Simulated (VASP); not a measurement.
Write the native input for VASP 6.6.1 that does the following.

```
Task                   : electric field gradients
Functional             : PBE
Potentials or basis    : VASP PAW PBE potentials, release 64 (Pb_d, S)
Cutoff                 : 400 eV
k mesh                 : 9 × 9 × 9
Occupations            : fermi-dirac, width 0.03 eV
Spin                   : no spin polarisation
Dipole correction      : no
Further INCAR settings : ALGO = Normal; EDIFF = 1e-08; NBANDS = 20
```

The structure of PbS2 (fluorite type) lies in POSCAR:

```
PbS2
1.0
    0.0000000000      3.3944087454      3.3944087454
    3.3944087454      0.0000000000      3.3944087454
    3.3944087454      3.3944087454      0.0000000000
Pb S
1 2
Direct
    0.0000000000      0.0000000000      0.0000000000
    0.2500000000      0.2500000000      0.2500000000
    0.7500000000      0.7500000000      0.7500000000
```

One way to write it, as run:

INCAR

```
SYSTEM = PbS2
  ALGO = Normal
  EDIFF = 1E-8
  ENCUT = 400
  GGA = PE
  GGA_COMPAT = .False.
  ISIF = 2
  ISMEAR = -1
  LASPH = .True.
  LCHARG = .False.
  LEFG = .True.
  LREAL = .False.
  LWAVE = .False.
  NBANDS = 20
  NELM = 120
  PREC = Accurate
  SIGMA = 0.03
```

KPOINTS

```
k-points
0
Gamma
  9 9 9
  0 0 0
```

Potentials or basis: VASP PAW PBE potentials, release 64 (Pb_d, S).

Run with:

```console
$ cat potpaw_PBE.64/Pb_d/POTCAR potpaw_PBE.64/S/POTCAR > POTCAR
$ mpirun -np 1 vasp_std > vasp.out
```

It gave:

- Pressure: 0.0 GPa
- Largest electric field gradient by atom: zero within the noise of the run

Run time: 44 s on 1 thread of Intel Xeon 8259CL, with other jobs on the host, peak memory 0.19 GiB.
